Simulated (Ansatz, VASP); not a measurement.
VH6: VASP beside Ansatz

```
CELL_PARAMETERS angstrom
-2.48992 2.48992 2.48992
2.48992 -2.48992 2.48992
2.48992 2.48992 -2.48992
ATOMIC_POSITIONS crystal
V 0.00000 0.00000 0.00000
H 0.58239 0.58239 0.00000
H 0.41761 0.41761 0.00000
H 0.00000 0.41761 0.41761
H 0.00000 0.58239 0.58239
H 0.58239 0.00000 0.58239
H 0.41761 0.00000 0.41761
```

Change from the starting cell: species swapped into the SF6 type (Im-3m, No. 229).

Alike in both runs: task relaxation of cell and atoms; functional PBE; k mesh 10 × 10 × 10; occupations gaussian, width 0.1 eV; collinear spin.

```csv
,VASP,Ansatz
version,VASP 6.6.1,Ansatz 0.2.0
potentials or method,"VASP PAW PBE potentials, release 64 (V_sv, H), cutoff 600 eV","scalar-relativistic, plane waves, PAW"
valence electrons in the cell,19,19
```

|  | VASP | Ansatz | Ansatz less VASP |
| --- | --- | --- | --- |
| gap on the k mesh at the Fermi level, each at its own relaxed structure (eV) | none | none | - |
| net moment per atom (μB) | 0.67 | 0.67 | 0.000 |
| size of the moment on the site where the two differ most (μB) | 3.26 | 2.57 | -0.696 |
| relaxed volume (Å³/atom) | 8.90 | 8.95 | +0.049 |
| relaxed length of the cell vector where the two differ most in proportion (Å) | 4.326 | 4.334 | +0.0080 |

Site moments also hang on the region over which each program counts them. A gap of «none» marks a metal or a gap that the smearing closes.
